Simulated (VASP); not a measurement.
ZrSi3, 4 atoms in the cell. It takes space group Pm-3m (No. 221, cubic). Conventional cell: a = 4.044 Å, b = 4.044 Å, c = 4.044 Å, α = 90.00°, β = 90.00°, γ = 90.00°. Within 3.8 Å of Zr (site symmetry m-3m) lie 12 Si at 2.86 Å. Within 3.8 Å of Si (site symmetry 4/mmm) lie 4 Zr at 2.86 Å and 8 Si at 2.86 Å. 

```yaml
Program: VASP 6.6.1
Task: single point
Functional: PBE
Potentials_or_basis: VASP PAW PBE potentials, release 64 (Zr_sv, Si)
Cutoff: 520 eV
k_mesh: 8 × 8 × 8
Occupations: gaussian, width 0.05 eV
Spin: no spin polarisation
Dipole_correction: no
Further_INCAR_settings: ALGO = Normal; EDIFF = 1e-07; NBANDS = 20
```

Potentials or basis: VASP PAW PBE potentials, release 64 (Zr_sv, Si).

Launch:

```bash
$ cat potpaw_PBE.64/Zr_sv/POTCAR potpaw_PBE.64/Si/POTCAR > POTCAR
$ mpirun -np 1 vasp_std > vasp.out
```

Hardware: 1 thread of AMD EPYC 7R13, with other jobs on the host.

Task: How long does it take, and how much memory?

Result: Run time: 59 s on 1 thread of AMD EPYC 7R13, on a shared host, peak memory 0.16 GiB. Counts: scf iterations 12, k points 35.
